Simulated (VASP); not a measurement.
Crystal: TePb.

```
Pb Te
1.0
     0.00000    3.64149    3.64149
     3.64149    0.00000    3.64149
     3.64149    3.64149    0.00000
Pb Te
1 1
Direct
  0.00000 0.00000 0.00000
  0.25000 0.25000 0.25000
```

Base run:

| Item | Value |
| --- | --- |
| Program | VASP 6.6.1 |
| Functional | r2SCAN |
| Potentials or basis | VASP PAW PBE potentials, release 64 (Pb_d, Te) |
| Cutoff | 550 eV |
| k mesh | 4 × 4 × 4 |
| Occupations | gaussian, width 0.01 eV |
| Spin | no spin polarisation |

Its results: band gap on the k mesh 0.75 eV, indirect (least direct gap 1.37 eV); pressure -0.1 GPa.

**Question.** The run is repeated on the same cell with these changes: functional from r2SCAN to HSE06; cutoff from 550 eV to 520 eV. What comes out?

**Answer.** Band gap on the k mesh 0.96 eV, indirect (least direct gap 1.62 eV); pressure -0.1 GPa.

HSE06 gives the wider gap, since exact exchange removes part of the self-interaction.

Caveats: the PAW data sets were made with another functional, which shifts forces and pressure a little; spin-orbit coupling is left out, which moves the levels of the heavy elements.

A k mesh can miss the band edges.
